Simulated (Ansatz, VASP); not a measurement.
# One calculation of KF, two programs

File INCAR:

```
SYSTEM = KF
  PREC = Accurate
  ENCUT = 520
  EDIFF = 1E-6
  ISMEAR = 0
  SIGMA = 0.05
  LREAL = .False.
  LASPH = .True.
  NELM = 80
  ALGO = Normal
  ISIF = 2
  LWAVE = .False.
  LCHARG = .False.
  GGA = PE
  NBANDS = 15
```

The input KPOINTS:

```
regular mesh
0
Gamma
  8 8 8
  0 0 0
```

File POSCAR:

```
KF
1.0
    0.1476858902      2.8007258335      2.8007258335
    2.8007258335      0.1476858902      2.8007258335
    2.8007258335      2.8007258335      0.1476858902
K F
1 1
Direct
    0.0000000000      0.0000000000      0.0000000000
    0.5000000000      0.5000000000      0.5000000000
```

Input for Ansatz:

```yaml
crystal:
  lattice:
    - [0.1476858902, 2.8007258335, 2.8007258335]
    - [2.8007258335, 0.1476858902, 2.8007258335]
    - [2.8007258335, 2.8007258335, 0.1476858902]
  atoms:
    - { symbol: K, position: [0.0, 0.0, 0.0] }
    - { symbol: F, position: [0.5, 0.5, 0.5] }
basis:
  ecutwfc: 520.0
kpoints:
  mp_grid: { grid: [8, 8, 8] }
hamiltonian:
  xc: pbe
scf:
  occupations: { method: gaussian, width: 0.05 }
output:
  forces: true
  stress: true
  eigenvalues: true
```

Alike in both runs: task single point; functional PBE; k mesh 8 × 8 × 8; occupations gaussian, width 0.05 eV; no spin polarisation.

|  | VASP | Ansatz |
| --- | --- | --- |
| version | VASP 6.6.1 | Ansatz 0.2.0 |
| potentials or method | VASP PAW PBE potentials, release 64 (K_sv, F), cutoff 520 eV | scalar-relativistic, plane waves, PAW |
| valence electrons in the cell | 16 | 16 |

Ansatz gave:

| Item | Value |
| --- | --- |
| gap on the k mesh at the Fermi level (eV) | 5.82 |
| least direct gap on the mesh (eV) | 5.82 |
| pressure (GPa) | -0.5 |
| traceless stress, the component that is largest in VASP (GPa) | -0.86 |

Problem. Which values does VASP return?

Solution. gap on the k mesh at the Fermi level (eV): 5.80; least direct gap on the mesh (eV): 5.80; pressure (GPa): -0.5; traceless stress, the component that is largest in VASP (GPa): -0.85.
